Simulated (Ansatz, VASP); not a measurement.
H: VASP beside Ansatz

```
CELL_PARAMETERS angstrom
4.00840 -0.00146 0.00058
-2.00547 3.45179 -0.00827
0.00076 -0.01211 5.28189
ATOMIC_POSITIONS crystal
H 0.34679 0.67075 0.17123
H 0.62700 0.30019 0.68167
H 0.66895 0.34892 0.83526
H 0.35727 0.68014 0.31184
```

Change from the starting cell: all atoms moved at random, cell strained at random.

Alike in both runs: task single point; functional PBE; k mesh 9 × 9 × 6; occupations gaussian, width 0.02 eV; no spin polarisation.

|  | VASP | Ansatz |
| --- | --- | --- |
| version | VASP 6.6.1 | Ansatz 0.2.0 |
| potentials or method | VASP PAW PBE potentials, release 64 (H), cutoff 520 eV | scalar-relativistic, plane waves, PAW |
| valence electrons in the cell | 4 | 4 |

Ansatz gave:

| Property | Result |
| --- | --- |
| gap on the k mesh at the Fermi level (eV) | 8.95 |
| least direct gap on the mesh (eV) | 8.95 |
| pressure (GPa) | -1.2 |
| traceless stress, the component that is largest in VASP (GPa) | -2.16 |
| rms of the force components (eV/Å) | 0.885 |

Question: What did VASP give for the same quantities?

Answer: gap on the k mesh at the Fermi level (eV): 8.95; least direct gap on the mesh (eV): 8.95; pressure (GPa): -1.3; traceless stress, the component that is largest in VASP (GPa): -2.19; rms of the force components (eV/Å): 0.884.

Atom by atom the forces differ by 0.005 eV/Å (rms over components). The functional is the same, so the differences come from potentials, cutoffs and numerics.
